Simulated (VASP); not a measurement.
Write the native input for VASP 6.6.1 that does the following.

```yaml
Task: single point
Functional: PBEsol
Potentials_or_basis: VASP PAW PBE potentials, release 64 (Ti_sv)
Cutoff: 520 eV
k_mesh: 16 × 16 × 16
Occupations: fermi-dirac, width 0.1 eV
Spin: no spin polarisation
Dipole_correction: no
Further_INCAR_settings: ALGO = Normal; EDIFF = 1e-06; NBANDS = 12
```

The structure of Ti lies in POSCAR:

```
Ti
1.0
    0.0000000000      1.6109056404      1.6109056404
    1.6109056404      0.0000000000      1.6109056404
    1.6109056404      1.6109056404      0.0000000000
Ti
1
Direct
    0.0000000000      0.0000000000      0.0000000000
```

This cell differs from its parent crystal: volume scaled by 0.5.

One way to write it, as run:

INCAR

```
PREC     = Accurate       # precision mode
ENCUT    = 520            # plane-wave cutoff, eV
EDIFF    = 1E-6           # SCF threshold, eV
ISMEAR   = -1             # smearing method
SIGMA    = 0.1            # smearing width, eV
LREAL    = F              # projectors in reciprocal space
LASPH    = T              # aspherical terms in the spheres
NELM     = 80             # most SCF steps
ALGO     = Normal         # electronic algorithm
ISIF     = 2              # what is computed and relaxed
LWAVE    = F              # write WAVECAR
LCHARG   = F              # write CHGCAR
GGA      = PS             # functional
NBANDS   = 12             # bands
```

KPOINTS

```
Automatic mesh
0
Gamma
  16 16 16
```

Potentials or basis: VASP PAW PBE potentials, release 64 (Ti_sv).

Launch:

```bash
$ cat potpaw_PBE.64/Ti_sv/POTCAR > POTCAR
$ mpirun -np 1 vasp_std > vasp.out
```

Results of the run:

| Item | Value |
| --- | --- |
| Pressure | 230.4 GPa |
| Band gap on the k mesh | zero (band 6 reaches 19.35 eV, above the bottom of band 7 at 17.79 eV) |

Caveat: the PAW data sets were made with another functional, which shifts forces and pressure a little.

Run time: 20 s on 1 thread of Intel Xeon 8259CL, with other jobs on the host, peak memory 0.13 GiB.
